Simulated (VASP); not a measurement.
Write the native input for VASP 6.6.1 that does the following.

```yaml
Task: relaxation of cell and atoms
Functional: RPBE
Dispersion: D4
Potentials_or_basis: VASP PAW PBE potentials, release 64 (Pb_d)
Cutoff: 600 eV
k_mesh: 9 × 9 × 9
Occupations: fermi-dirac, width 0.05 eV
Spin: no spin polarisation
Dipole_correction: no
Further_INCAR_settings: ALGO = Normal; EDIFF = 1e-07; IBRION = 2; EDIFFG = -0.01; NSW = 80; ISIF = 3
```

The structure of Pb lies in POSCAR:

```
Pb
1.0
    0.0000000000      2.4750200000      2.4750200000
    2.4750200000      0.0000000000      2.4750200000
    2.4750200000      2.4750200000      0.0000000000
Pb
1
Direct
    0.0000000000      0.0000000000      0.0000000000
```

One way to write it, as run:

INCAR

```
SYSTEM = Pb
PREC     = Accurate       ! precision mode
ENCUT    = 600            ! plane-wave cutoff, eV
EDIFF    = 1E-7           ! SCF threshold, eV
ISMEAR   = -1             ! smearing method
SIGMA    = 0.05           ! smearing width, eV
LREAL    = .FALSE.        ! projectors in reciprocal space
LASPH    = .TRUE.         ! aspherical terms in the spheres
NELM     = 100            ! most SCF steps
ALGO     = Normal         ! electronic algorithm
ISIF     = 3              ! what is computed and relaxed
LWAVE    = .FALSE.        ! write WAVECAR
LCHARG   = .FALSE.        ! write CHGCAR
GGA      = RP             ! functional
IVDW     = 13             ! dispersion correction
IBRION   = 2              ! ionic algorithm
NSW      = 80             ! ionic steps
EDIFFG   = -0.01          ! ionic threshold
```

KPOINTS

```
regular mesh
0
G
  9 9 9
  0 0 0
```

Potentials or basis: VASP PAW PBE potentials, release 64 (Pb_d).

Run with:

```bash
$ cat potpaw_PBE.64/Pb_d/POTCAR > POTCAR
$ mpirun -np 1 vasp_std > vasp.out
```

Results of the run:

```json
{"Relaxed volume": "30.51 Å³/atom", "Relaxed cell": "a = 3.508 Å, b = 3.508 Å, c = 3.508 Å, α = 60.00°, β = 60.00°, γ = 60.00°", "Space group after relaxing (to 0.05 Å)": "Fm-3m (No. 225)", "Energy gained by relaxing": "0.2 meV/atom", "Ionic steps": "3", "Pressure after relaxing": "0.0 GPa", "Band gap on the k mesh": "zero (band 7 reaches 14.73 eV, above the bottom of band 8 at 5.81 eV)", "Dispersion energy per atom": "-0.725 eV"}
```

Caveat: the PAW data sets were made with another functional, which shifts forces and pressure a little; spin-orbit coupling is left out, which moves the levels of the heavy elements; pairwise dispersion overbinds metals, which lowers pressure and volume.

Wall time 25 s on 1 thread of Intel Xeon 6975P-C (shared host), peak memory 0.17 GiB.
